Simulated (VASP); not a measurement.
A run of VASP 6.6.1 is set up as follows.

INCAR

```
ALGO = Normal ; EDIFF = 1E-6
ENCUT = 520 ; GGA = PE
ISIF = 2 ; ISMEAR = -1
IVDW = 12 ; LASPH = T
LCHARG = F ; LREAL = Auto
LWAVE = F ; NBANDS = 38
NELM = 80 ; PREC = Accurate
SIGMA = 0.05
```

File KPOINTS:

```
Automatic mesh
0
Gamma
  2 2 2
  0.5 0.5 0.5
```

POSCAR

```
Al
1.0
    4.0479600000      4.0479600000     -4.0479600000
   -4.0479600000     -4.0479600000     -4.0479600000
   -4.0479600000      4.0479600000      4.0479600000
Al
16
Direct
    0.2906073677      0.7652475568      0.0233681904
    0.5039859584      0.4944013775     -0.0178472613
    0.7762109803      0.2822692171      0.0014324499
    0.7559481813      0.7749924653      0.4902263115
    0.0111131286      0.7639344262      0.2569102709
    0.2474569907      0.5012623643      0.2439386753
    0.5273445143      0.2644417188      0.2652983231
    0.7833296278      0.0452233965      0.2680383452
    0.0343469303      0.0096611627     -0.0026563998
    0.5369766500      0.7808876570      0.7648225279
    0.7887589057      0.5253427652      0.7631019081
    0.0257459313      0.5247722310      0.4993215101
    0.2479702122      0.2619980188      0.5072283323
    0.5133095436      0.0224111651      0.4889588830
    0.0008193016      0.2468574294      0.7457001798
    0.2820409540      0.0136225407      0.7358449688
```

Potentials or basis: VASP PAW PBE potentials, release 64 (Al).

Run with:

```sh
$ cat potpaw_PBE.64/Al/POTCAR > POTCAR
$ mpirun -np 1 vasp_std > vasp.out
```

Q: Predict the dispersion energy per atom.

A: -0.335 eV.

Q: What does it give for the largest force?

A: 0.609 eV/Å.

Stress tensor (GPa, compression positive):
```
-1.82 -0.11  0.24
-0.11 -1.11  0.08
 0.24  0.08 -1.09
```

Caveat: the k points lie up to 0.55 Å⁻¹ apart; pairwise dispersion overbinds metals, which lowers pressure and volume.
